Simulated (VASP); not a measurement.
Runs of VASP 6.6.1 on Au. The structure is that of space group P6_3/mmc (No. 194), or close to it. The cells are those of the table. 

| cell | further INCAR settings | gap on the mesh (eV) | pressure (GPa) |
| --- | --- | --- | --- |
| a = 2.900, b = 2.900, c = 4.758 Å, angles 90.0, 90.0, 120.0°, 2 atoms | ALGO = Fast; EDIFF = 1e-06; NBANDS = 18 | none | (b) |
| a = 2.900, b = 2.900, c = 5.002 Å, angles 90.0, 90.0, 120.0°, 2 atoms | ALGO = Fast; EDIFF = 1e-07; NBANDS = 18 | none | -9.4 |
| a = 2.900, b = 2.900, c = 5.124 Å, angles 90.0, 90.0, 120.0°, 2 atoms | ALGO = Fast; EDIFF = 1e-07; NBANDS = 18 | none | -11.6 |
| a = 3.045, b = 3.045, c = 4.758 Å, angles 90.0, 90.0, 120.0°, 2 atoms | ALGO = Fast; EDIFF = 1e-07; NBANDS = 18 | none | (a) |
| a = 3.045, b = 3.045, c = 4.636 Å, angles 90.0, 90.0, 120.0°, 2 atoms | ALGO = Fast; EDIFF = 1e-07; NBANDS = 18 | none | -11.1 |

Alike in all rows: task single point; level PBEsol; potentials or basis VASP PAW PBE potentials, release 64 (Au); no spin polarisation; k mesh 18 × 18 × 10; cutoff (eV) 520; smearing gaussian 0.15 eV.

Q: Estimate the missing entries.

A: (a) -13.9; (b) -3.0.

Caveats: the PAW data sets were made with another functional, which shifts forces and pressure a little; spin-orbit coupling is left out, which moves the levels of the heavy elements.

A k mesh can miss the band edges, and the runs leave out spin-orbit coupling on Au.

A gap of «none» marks levels without a gap at the run's occupations.
